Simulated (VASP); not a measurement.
Write the native input for VASP 6.6.1 that does the following.

```
Task                   : single point
Functional             : LDA
Potentials or basis    : VASP PAW LDA potentials, release 64 (Os, Ir)
Cutoff                 : 600 eV
k mesh                 : 6 × 6 × 6
Occupations            : fermi-dirac, width 0.05 eV
Spin                   : no spin polarisation
Dipole correction      : no
Further INCAR settings : ALGO = Normal; EDIFF = 1e-06; NBANDS = 44
```

The structure of IrOs lies in POSCAR:

```
IrOs
1.0
    0.0000000000      3.8117552701      3.8117552701
    3.7981078733      0.0030514167      3.8087038534
    3.7981078733      3.8087038534      0.0030514167
Os Ir
4 4
Direct
    0.0000000000      0.0000000000      0.0000000000
    0.0000000000      0.0000000000      0.5000000000
    0.0000000000      0.5000000000      0.5000000000
    0.5000000000      0.5000000000      0.0000000000
    0.0000000000      0.5000000000      0.0000000000
    0.5000000000      0.0000000000      0.0000000000
    0.5000000000      0.0000000000      0.5000000000
    0.5000000000      0.5000000000      0.5000000000
```

The input as run:

INCAR

```
SYSTEM = IrOs
ALGO = Normal ; EDIFF = 1E-6
ENCUT = 600 ; GGA = CA
GGA_COMPAT = .FALSE. ; ISIF = 2
ISMEAR = -1 ; LASPH = .TRUE.
LCHARG = .FALSE. ; LREAL = .FALSE.
LWAVE = .FALSE. ; NBANDS = 44
NELM = 120 ; PREC = Accurate
SIGMA = 0.05
```

KPOINTS

```
k-points
0
G
  6 6 6
  0 0 0
```

Potentials or basis: VASP PAW LDA potentials, release 64 (Os, Ir).

Run with:

```bash
$ cat potpaw_LDA.64/Os/POTCAR potpaw_LDA.64/Ir/POTCAR > POTCAR
$ mpirun -np 1 vasp_std > vasp.out
```

It gave:

| Property | Result |
| --- | --- |
| Pressure | 2.1 GPa |
| Band gap on the k mesh | zero (bands 34 and 35 overlap by 2.73 eV) |

Caveat: spin-orbit coupling is left out, which moves the levels of the heavy elements.

Wall time 7.3 min on 1 thread of Intel(R) Xeon(R) Platinum 8488C (Sapphire Rapids), on a shared host, peak memory 0.4 GiB.
